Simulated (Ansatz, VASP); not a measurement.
**Zr: VASP beside Ansatz**

Contents of INCAR:

```
ALGO = Normal ; EDIFF = 1E-6
ENCUT = 520 ; GGA = PE
ISIF = 2 ; ISMEAR = -1
LASPH = T ; LCHARG = T
LELF = T ; LREAL = F
LVHAR = T ; LWAVE = F
NBANDS = 12 ; NELM = 60
PREC = Accurate ; SIGMA = 0.1
```

KPOINTS

```
k-points
0
Gamma
  18 18 18
```

File POSCAR:

```
Zr
1.0
    3.0256501349      0.0000000000      0.0000000000
    0.0000000000      3.0256501349      0.0000000000
    0.0000000000      0.0000000000      3.0256501349
Zr
1
Direct
    0.0000000000      0.0000000000      0.0000000000
```

Input for Ansatz:

```yaml
crystal:
  lattice:
    - [3.0256501349, 0.0, 0.0]
    - [0.0, 3.0256501349, 0.0]
    - [0.0, 0.0, 3.0256501349]
  atoms:
    - { symbol: Zr, position: [0.0, 0.0, 0.0] }
hamiltonian:
  xc: pbe
  pseudopotentials:
    kind: paw
    azcp:
      Zr: "pseudopotentials/Zr.paw.azcp"
basis:
  ecutwfc: 420
  fft_grid_basis: typed
kpoints:
  mp_grid: { grid: [18, 18, 18], shift: [0, 0, 0] }
magnetization:
  spin_polarized: false
scf:
  occupations: { method: fermi_dirac, width: 0.1 }
output:
  stress: true
```

Alike in both runs: task single point; functional PBE; k mesh 18 × 18 × 18; occupations fermi-dirac, width 0.1 eV; no spin polarisation.

|  | VASP | Ansatz |
| --- | --- | --- |
| version | VASP 6.6.1 | Ansatz 0.2.0 |
| potentials or method | VASP PAW PBE potentials, release 64 (Zr_sv), cutoff 520 eV | plane waves (420 eV) with PAW, scalar-relativistic |
| valence electrons in the cell | 12 | 12 |

|  | VASP | Ansatz | Ansatz less VASP |
| --- | --- | --- | --- |
| pressure (GPa) | -6.1 | -6.1 | -0.03 |
